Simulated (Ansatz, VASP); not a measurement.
## One calculation of Tl, two programs

```
Tl
1.0
     0.00000    2.41949    2.41949
     2.41949    0.00000    2.41949
     2.41949    2.41949    0.00000
Tl
1
Direct
  0.00000 0.00000 0.00000
```

Alike in both runs: functional PBEsol; k mesh 16 × 16 × 16; occupations gaussian, width 0.1 eV; no spin polarisation.

Ansatz relaxed the structure, and its values are those at the end. VASP's run is a single point on that final structure, the one shown.

```csv
,VASP,Ansatz
version,VASP 6.6.1,Ansatz 0.2.0
potentials or method,"VASP PAW PBE potentials, release 64 (Tl_d), cutoff 520 eV","scalar-relativistic, plane waves, PAW"
valence electrons in the cell,13,13
```

|  | VASP | Ansatz | Ansatz less VASP |
| --- | --- | --- | --- |
| gap on the k mesh at the Fermi level (eV) | none | none | - |
| pressure (GPa) | -0.1 | -0.1 | +0.05 |

VASP's potentials were made for PBE, not for PBEsol. A gap of «none» marks a metal or a gap that the smearing closes.

Neither program's run includes spin-orbit coupling.
